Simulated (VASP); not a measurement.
SiS2:

```
Si S
1.0
    -2.74339    4.81807    2.61086
     2.74339   -4.81807    2.61086
     2.74339    4.81807   -2.61086
Si S
2 4
Direct
  0.75000 0.75000 0.00000
  0.25000 0.25000 0.00000
  0.12068 0.21686 0.33754
  0.87932 0.78314 0.66246
  0.62068 0.28314 0.90383
  0.37932 0.71686 0.09617
```

This cell differs from its parent crystal: uniaxial z strain -5.5%.

Base run:

- Program: VASP 6.6.1
- Functional: PBE
- Potentials or basis: VASP PAW PBE potentials, release 64 (Si, S)
- Cutoff: 500 eV
- k mesh: 6 × 6 × 6
- Occupations: fermi-dirac, width 0.02 eV
- Spin: no spin polarisation

Its results: band gap on the k mesh 2.72 eV (least direct gap 2.98 eV); pressure 5.0 GPa; largest force 0.191 eV/Å.

Q: The run is repeated on the same cell with these changes: functional from PBE to r2SCAN; cutoff from 500 eV to 550 eV; occupations from fermi-dirac, width 0.02 eV to gaussian, width 0.01 eV. What comes out?

A: Band gap on the k mesh 3.11 eV (least direct gap 3.40 eV); pressure 3.1 GPa; largest force 0.117 eV/Å.

Caveats: the cell stands under pressure; the PAW data sets were made with another functional, which shifts forces and pressure a little (at least some runs).

A k mesh can miss the band edges.
